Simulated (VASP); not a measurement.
Write the native input for VASP 6.6.1 that does the following.

* Task: single point
* Functional: PBE
* Potentials or basis: VASP PAW PBE potentials, release 64 (Zn, Se)
* Cutoff: 500 eV
* k mesh: 4 × 4 × 4
* Occupations: fermi-dirac, width 0.0861733 eV
* Spin: no spin polarisation
* Dipole correction: no
* Further INCAR settings: ALGO = Normal; EDIFF = 1e-06; NBANDS = 16

The structure of ZnSe lies in POSCAR:

```
ZnSe
1.0
    0.0000000000      2.8324425407      2.8324425407
    2.8324425407      0.0000000000      2.8324425407
    2.8324425407      2.8324425407      0.0000000000
Zn Se
1 1
Direct
    0.0000000000      0.0000000000      0.0000000000
    0.7500000000      0.7500000000      0.7500000000
```

One way to write it, as run:

INCAR

```
SYSTEM = ZnSe
PREC = Accurate
ENCUT = 500
EDIFF = 1E-6
ISMEAR = -1
SIGMA = 0.08617333262145177
LREAL = .False.
LASPH = .True.
NELM = 120
ALGO = Normal
ISIF = 2
LWAVE = .False.
LCHARG = .False.
GGA = PE
NBANDS = 16
GGA_COMPAT = .False.
```

KPOINTS

```
regular mesh
0
Gamma
  4 4 4
  0 0 0
```

Potentials or basis: VASP PAW PBE potentials, release 64 (Zn, Se).

Run with:

```bash
$ cat potpaw_PBE.64/Zn/POTCAR potpaw_PBE.64/Se/POTCAR > POTCAR
$ mpirun -np 1 vasp_std > vasp.out
```

Results of the run:

```
Pressure               : 2.8 GPa
Band gap on the k mesh : 1.28 eV, direct
```

Caveat: the k points lie up to 0.48 Å⁻¹ apart.

Wall time 8.8 s on 1 thread of AMD EPYC 7R13, with other jobs on the host, peak memory 0.16 GiB.
